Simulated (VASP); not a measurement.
A run of VASP 6.6.1 is set up as follows.

The input INCAR:

```
  PREC = Accurate
  ENCUT = 520
  EDIFF = 1E-7
  ISMEAR = -1
  SIGMA = 0.08
  LREAL = False
  LASPH = True
  NELM = 60
  ALGO = Normal
  ISIF = 2
  LWAVE = False
  LCHARG = False
  GGA = PE
  NBANDS = 10
```

KPOINTS

```
regular mesh
0
Gamma
  23 23 13
```

POSCAR

```
B
1.0
    1.7289750068      0.0000000000      0.0000000000
   -0.8644875034      1.4973362784      0.0000000000
    0.0000000000      0.0000000000      3.3346002249
B
2
Direct
    0.3333333333      0.6666666667      0.2500000000
    0.6666666667      0.3333333333      0.7500000000
```

Potentials or basis: VASP PAW PBE potentials, release 64 (B).

Command:

```console
$ cat potpaw_PBE.64/B/POTCAR > POTCAR
$ mpirun -np 1 vasp_std > vasp.out
```

(1) What does it give for the pressure?

(2) Predict the band gap on the k mesh.

Results:

(1) 160.2 GPa.

(2) zero (band 3 reaches 18.40 eV, above the bottom of band 4 at 10.42 eV).
